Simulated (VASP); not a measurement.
# MgO (Cmcm) in VASP: single point with HSE06

Aim: the single point of MgO with HSE06.

Program: VASP 6.6.1. These are calculated values, not measurements. Logs are shortened: lines on timing, memory, paths and dates and some standing lists are left out, and cuts for length are marked.

### 1 The cell of the first run

It takes space group Cmcm (No. 63, orthorhombic). Conventional cell: a = 3.484 Å, b = 6.241 Å, c = 4.185 Å, α = 90.00°, β = 90.00°, γ = 90.00°. Mg (site symmetry m2m) has 5 O at 2.04 to 2.09 Å within 2.7 Å. Within 2.7 Å of O (site symmetry m2m) lie 5 Mg at 2.04 to 2.09 Å.

### 2 Single point, HSE06 (uniaxial y strain +3.4%)

Contents of POSCAR:

```
MgO
1.0
    3.4840796175      0.0000000000      0.0000000000
   -1.7420398087      3.1204931674      0.0000000000
    0.0000000000      0.0000000000      4.1853171403
Mg O
2 2
Direct
    0.6645678189      0.3291356379      0.7500000000
    0.3354321811      0.6708643621      0.2500000000
    0.6640155868      0.3280311737      0.2500000000
    0.3359844132      0.6719688263      0.7500000000
```

Contents of INCAR.step1:

```
PREC = Accurate
ENCUT = 520
EDIFF = 1E-5
ISMEAR = 0
SIGMA = 0.01
LREAL = F
LASPH = T
NELM = 60
ALGO = Normal
ISIF = 2
LWAVE = T
LCHARG = F
GGA = PE
NBANDS = 16
```

Contents of INCAR.step2:

```
PREC = Accurate
ENCUT = 520
EDIFF = 1E-6
ISMEAR = 0
SIGMA = 0.01
LREAL = F
LASPH = T
NELM = 60
ALGO = Normal
ISIF = 2
LWAVE = F
LCHARG = F
GGA = PE
LHFCALC = T
HFSCREEN = 0.2079
PRECFOCK = Normal
ISTART = 1
NBANDS = 16
```

Contents of KPOINTS:

```
regular mesh
0
Gamma
  6 6 4
```

Potentials or basis: VASP PAW PBE potentials, release 64 (Mg, O).

Launch:

```console
cat potpaw_PBE.64/Mg/POTCAR potpaw_PBE.64/O/POTCAR > POTCAR
cp INCAR.step1 INCAR
mpirun -np 1 vasp_std > vasp.out
cp INCAR.step2 INCAR
mpirun -np 1 vasp_std > vasp.out
```

OUTCAR:

```text
PREC = Accurate
   ENCUT = 520
   EDIFF = 1E-6
   ISMEAR = 0
   LREAL = F
   LASPH = T
   NELM = 60
   ISIF = 2
   GGA = PE
   LHFCALC = T
   HFSCREEN = 0.2079
   PRECFOCK = Normal
   ISTART = 1

 ion  position               nearest neighbor table
   1  0.665  0.329  0.750-   4 2.04   4 2.04   4 2.05   3 2.09   3 2.09   2 2.92   2 2.92   2 2.92
                             2 2.92   2 2.93   2 2.93
   2  0.335  0.671  0.250-   3 2.04   3 2.04   3 2.05   4 2.09   4 2.09   1 2.92   1 2.92   1 2.92
                             1 2.92   1 2.93   1 2.93
   3  0.664  0.328  0.250-   2 2.04   2 2.04   2 2.05   1 2.09   1 2.09
   4  0.336  0.672  0.750-   1 2.04   1 2.04   1 2.05   2 2.09   2 2.09

  LATTYP: Found a base centered orthorhombic cell.
 ALAT       =     3.4840796175
 B/A-ratio  =     1.7912869452
 C/A-ratio  =     1.2012690868

  Lattice vectors:

 A1 = (   1.7420398087,  -3.1204931674,   0.0000000000)
 A2 = (   1.7420398088,   3.1204931674,   0.0000000000)
 A3 = (   0.0000000000,   0.0000000000,   4.1853171403)

Analysis of symmetry for initial positions (statically):
=====================================================================
 Subroutine PRICEL returns:
 Original cell was already a primitive cell.

 Routine SETGRP: Setting up the symmetry group for a
 base centered orthorhombic supercell.

 Subroutine GETGRP returns: Found  8 space group operations
 (whereof  4 operations were pure point group operations)
 out of a pool of  8 trial point group operations.

The static configuration has the point symmetry C_2h.
 The point group associated with its full space group is D_2h.

Analysis of symmetry for dynamics (positions and initial velocities):
=====================================================================
 Subroutine PRICEL returns:
 Original cell was already a primitive cell.

 Routine SETGRP: Setting up the symmetry group for a
 base centered orthorhombic supercell.

 Subroutine GETGRP returns: Found  8 space group operations
 (whereof  4 operations were pure point group operations)
 out of a pool of  8 trial point group operations.

The dynamic configuration has the point symmetry C_2h.
 The point group associated with its full space group is D_2h.

 Subroutine INISYM returns: Found  8 space group operations
 (whereof  4 operations are pure point group operations),
 and found     1 'primitive' translations

----------------------------------------------------------------------------------------

                                     Primitive cell

  volume of cell :      45.5030

  direct lattice vectors                    reciprocal lattice vectors
     3.484079617  0.000000000  0.000000000     0.287019847  0.160231083  0.000000000
    -1.742039809  3.120493167  0.000000000     0.000000000  0.320462166  0.000000000
     0.000000000  0.000000000  4.185317140     0.000000000  0.000000000  0.238930520

  length of vectors
     3.484079617  3.573818728  4.185317140     0.328716280  0.320462166  0.238930520

  position of ions in fractional coordinates (direct lattice)
     0.664567819  0.329135638  0.750000000
     0.335432181  0.670864362  0.250000000
     0.664015587  0.328031174  0.250000000
     0.335984413  0.671968826  0.750000000

  ion indices of the primitive-cell ions
   primitive index   ion index
                 1           1
                 2           2
                 3           3
                 4           4

----------------------------------------------------------------------------------------

 KPOINTS: regular mesh

Automatic generation of k-mesh.
 Grid dimensions read from file:
 generate k-points for:    6    6    4

 Generating k-lattice:

  Cartesian coordinates                     Fractional coordinates (reciprocal lattice)
     0.047836641  0.026705181  0.000000000     0.166666667  0.000000000  0.000000000
     0.000000000  0.053410361  0.000000000     0.000000000  0.166666667  0.000000000
     0.000000000  0.000000000  0.059732630     0.000000000  0.000000000  0.250000000

  Length of vectors
     0.054786047  0.053410361  0.059732630

  Shift w.r.t. Gamma in fractional coordinates (k-lattice)
     0.000000000  0.000000000  0.000000000

 Subroutine IBZKPT returns following result:
 ===========================================

 Found     39 irreducible k-points:

 Following reciprocal coordinates:
            Coordinates               Weight
  0.000000  0.000000  0.000000      1.000000
  0.166667  0.000000  0.000000      4.000000
  0.333333 -0.000000  0.000000      4.000000
  0.500000  0.000000  0.000000      2.000000
  0.000000  0.166667  0.000000      2.000000
  0.166667  0.166667  0.000000      4.000000
[... 16 lines left out ...]
  0.000000  0.333333  0.250000      4.000000
  0.166667  0.333333  0.250000      8.000000
 [... further k-points ...]
   k-points           NKPTS =     39   k-points in BZ     NKDIM =    144   number of bands    NBANDS=     16
   number of dos      NEDOS =    301   number of ions     NIONS =      4
   total plane-waves  NPLWV =  25088
   dimension x,y,z NGX =    28 NGY =   28 NGZ =   32
   dimension x,y,z NGXF=    56 NGYF=   56 NGZF=   64
   ions per type =               2   2
   NGX,Y,Z   is equivalent  to a cutoff of  13.36, 13.02, 12.71 a.u.
   NGXF,Y,Z  is equivalent  to a cutoff of  26.72, 26.05, 25.42 a.u.
 SYSTEM =  unknown system
   PREC   = accura    normal or accurate (medium, high low for compatibility)
   ISTART =      1    job   : 0-new  1-cont  2-samecut
   ICHARG =      0    charge: 1-file 2-atom 10-const
   ISPIN  =      1    spin polarized calculation?
   LNONCOLLINEAR =      F non collinear calculations
   LSORBIT =      F    spin-orbit coupling
   LASPH  =      T    aspherical Exc in radial PAW
   ENCUT  =  520.0 eV  38.22 Ry    6.18 a.u.   6.48  6.64  7.78*2*pi/ulx,y,z
   NELM   =     60;   NELMIN=  2; NELMDL=  0     # of ELM steps
   EDIFF  = 0.1E-05   stopping-criterion for ELM
   LREAL  =      F    real-space projection
   EDIFFG = 0.1E-04   stopping-criterion for IOM
   NSW    =      0    number of steps for IOM
   IBRION =     -1    ionic relax: 0-MD 1-quasi-New 2-CG
   NFREE  =      0    steps in history (QN), initial steepest desc. (CG)
   ISIF   =      2    stress and relaxation
   ISYM   =      3    0-nonsym 1-usesym 2-fastsym
   POTIM  = 0.5000    time-step for ionic-motion
   TEBEG  =    0.0;   TEEND  =   0.0 temperature during run
   PSTRESS=    0.0 pullay stress
   NELECT =      16.0000    total number of electrons
   NUPDOWN=      -1.0000    fix difference up-down
   EMIN   =  10.00;   EMAX   =-10.00  energy-range for DOS
   EFERMI =   0.00;   METHOD = LEGACY
   ISMEAR =     0;   SIGMA  =   0.01  broadening in eV -4-tet -1-fermi 0-gaus
   EFERMI_NEDOS =   21; number of points for ismear=-14 and -15
   IALGO  =     38    algorithm
   IMIX   =      1    mixing-type and parameters
     AMIX     =   0.40;   BMIX     =  1.00
     AMIX_MAG =   1.60;   BMIX_MAG =  1.00
  volume/ion in A,a.u.               =      11.38        76.77
  Fermi-wavevector in a.u.,A,eV,Ry     =   1.155496  2.183570 18.166089  1.335170
  Thomas-Fermi vector in A             =   2.292124
   LORBIT       =      0    0 simple, 1 ext, 2 COOP (PROOUT), +10 PAW based schemes
   GGA     = PE    functional components
   LHFCALC =     T    Hartree Fock is set to
   PRECFOCK=normal    Normal, Fast or Accurate (Low or Medium for compatibility)
   ENCUT4O =  -1.0   cutoff for four orbital integrals eV
   NKREDX  =     1    reduce k-point grid by
   NKREDY  =     1    reduce k-point grid by
   NKREDZ  =     1    reduce k-point grid by
   AEXX    =    0.2500 exact exchange contribution
   HFSCREEN=    0.2079 screening length (either q_TF or 0.3 A-1)
   HFSCREENC=   0.2079 screening length for correlation (either q_TF or 0.3 A-1)
   ENCUTFOCK=  -1.0 apply spherical cutoff to Coloumb kernel
   IVDW    =     0    specifies the selected vdW correction
   LEPSILON=     F    determine dielectric tensor
   LRPA    =     F    only Hartree local field effects (RPA)
 non-spin polarized calculation
 Gauss-broadening in eV      SIGMA  =   0.01
  energy-cutoff  :      520.00
  volume of cell :       45.50
 maximum number of plane-waves:      1256
 NGX is ok and might be reduce to    28
  NGX = 20; NGY = 20; NGZ = 24

 number of electron      16.0000005 magnetization

 Free energy of the ion-electron system (eV)
  ---------------------------------------------------
  ext. energy  EPLUGINS =         0.00000000
  ---------------------------------------------------
  free energy    TOTEN  =       -28.18423665 eV

  energy without entropy =      -28.18423665  energy(sigma->0) =      -28.18423665

 E-fermi :   0.6002     XC(G=0):  -8.1750

 val. band max:        0.5455581103   @ k =   0.0000   0.0000   0.0000
 cond. band min:       5.3977758517   @ k =   0.0000   0.0000   0.0000
 fundamental gap:      4.8522177414
 Fermi energy:         0.6002477533

 k-point     1 :       0.0000    0.0000    0.0000
  band No.  band energies     occupation
      1     -17.7465      2.00000
      2     -16.3409      2.00000
      3      -3.1838      2.00000
      4      -1.3352      2.00000
      5      -1.1535      2.00000
      6      -0.2308      2.00000
[... 8 lines left out ...]
     15      17.7438      0.00000
     16      18.0378      0.00000

 k-point     2 :       0.1667    0.0000    0.0000
  band No.  band energies     occupation
      1     -17.6144      2.00000
      2     -16.3695      2.00000
      3      -2.9619      2.00000
      4      -1.6416      2.00000
      5      -1.4882      2.00000
      6      -0.7032      2.00000
[... 8 lines left out ...]
     15      16.8836      0.00000
     16      17.2826      0.00000

 k-point     3 :       0.3333   -0.0000    0.0000
  band No.  band energies     occupation
      1     -17.2929      2.00000
      2     -16.4799      2.00000
      3      -2.5945      2.00000
      4      -2.3762      2.00000
      5      -1.8167      2.00000
      6      -1.1971      2.00000
[... 8 lines left out ...]
     15      16.3008      0.00000
     16      17.2599      0.00000
[... 362 lines left out ...]
 k-point    23 :       0.0000    0.3333    0.2500
  band No.  band energies     occupation
      1     -17.1690      2.00000
      2     -16.5865      2.00000
      3      -3.2310      2.00000
      4      -2.3645      2.00000
      5      -1.4085      2.00000
      6      -1.2093      2.00000
[... 8 lines left out ...]
     15      16.7739      0.00000
     16      17.1931      0.00000

 k-point    24 :       0.1667    0.3333    0.2500
  band No.  band energies     occupation
      1     -16.9841      2.00000
      2     -16.6489      2.00000
      3      -3.2106      2.00000
      4      -2.6331      2.00000
      5      -1.9849      2.00000
      6      -0.7650      2.00000
[... 8 lines left out ...]
     15      17.1108      0.00000
     16      18.2041      0.00000

 [... further k-points ...]

------------------------ aborting loop because EDIFF is reached ----------------------------------------

  FORCE on cell =-STRESS in cart. coord.  units (eV):
  Direction    XX          YY          ZZ          XY          YZ          ZX
  --------------------------------------------------------------------------------------
  -------------------------------------------------------------------------------------
  Total       -1.0980100     -1.8484778     -0.8828163     -0.0000000      0.0000000      0.0000000
  in kB      -38.6613680    -65.0856350    -31.0843096     -0.0000000      0.0000000      0.0000000
  external PRESSURE =     -44.9437709 kB  Pullay stress =       0.0000000 kB

 VOLUME and BASIS-vectors are now :
 -----------------------------------------------------------------------------
  energy-cutoff  :      520.00
  volume of cell :       45.50
      direct lattice vectors                 reciprocal lattice vectors
     3.484079617  0.000000000  0.000000000     0.287019847  0.160231083  0.000000000
    -1.742039809  3.120493167  0.000000000     0.000000000  0.320462166  0.000000000
     0.000000000  0.000000000  4.185317140     0.000000000  0.000000000  0.238930520

 POSITION                                       TOTAL-FORCE (eV/Angst)
 -----------------------------------------------------------------------------------
      1.74204      1.02707      3.13899         0.000000      0.002986      0.000000
      0.00000      2.09343      1.04633        -0.000000     -0.002986      0.000000
      1.74204      1.02362      1.04633        -0.000000     -0.002270     -0.000000
      0.00000      2.09687      3.13899         0.000000      0.002270      0.000000
 -----------------------------------------------------------------------------------
    total drift:                               -0.000000      0.000000      0.000000

  FREE ENERGIE OF THE ION-ELECTRON SYSTEM (eV)
  ---------------------------------------------------
  free  energy   TOTEN  =       -28.1842366533 eV

  energy  without entropy=      -28.1842366533  energy(sigma->0) =      -28.18423665
```

It took 77 min on 1 thread of Oxide Virtual Turin-like, shared host; peak memory 0.27 GiB.

Results:

```yaml
Free_energy: -28.1842 eV
Pressure: -4.5 GPa
Band_gap_on_the_k_mesh: 4.85 eV
```

Forces in eV/Å, atoms in the order of the input:
```
Mg   0.000  0.003  0.000
Mg   0.000 -0.003  0.000
O    0.000 -0.002  0.000
O    0.000  0.002  0.000
```

Stress tensor (GPa, compression positive):
```
-3.87  0.00  0.00
 0.00 -6.51  0.00
 0.00  0.00 -3.11
```

Caveat: the cell differs from its parent crystal (uniaxial y strain +3.4%); the cell stands under tension; the PAW data sets were made with another functional, which shifts forces and pressure a little.
